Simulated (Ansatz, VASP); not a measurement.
## ZnS: VASP beside Ansatz

```xyz
2
Lattice="0.0000 2.7046 2.7858 2.7046 0.0000 2.7858 2.7046 2.7046 0.0000" Properties=species:S:1:pos:R:3 pbc="T T T"
Zn    0.0000    0.0000    0.0000
S     4.0570    4.0570    4.1787
```

Change from the starting cell: zz strain of +3 %, crystal datasets.

Alike in both runs: task electric field gradients; functional PBEsol; k mesh 8 × 8 × 8; occupations fermi-dirac, width 0.01 eV; no spin polarisation.

|  | VASP | Ansatz |
| --- | --- | --- |
| version | VASP 6.6.1 | Ansatz 0.2.0 |
| potentials or method | VASP PAW PBE potentials, release 64 (Zn, S), cutoff 520 eV | all-electron PAW with datasets made for the crystal, scalar-relativistic |

Ansatz gave:

```
gap on the k mesh at the Fermi level (eV)                     : 1.80
pressure (GPa)                                                : -4.1
traceless stress, the component that is largest in VASP (GPa) : -0.91
size of Vzz on the site where it differs most (V/Å²)          : 5.3
```

Q: What did VASP give for the same quantities?

A: gap on the k mesh at the Fermi level (eV): 1.80; pressure (GPa): -3.9; traceless stress, the component that is largest in VASP (GPa): -0.90; size of Vzz on the site where it differs most (V/Å²): 5.0.

VASP's potentials were made for PBE, not for PBEsol. Ansatz ran all-electron here, and VASP with PAW potentials.
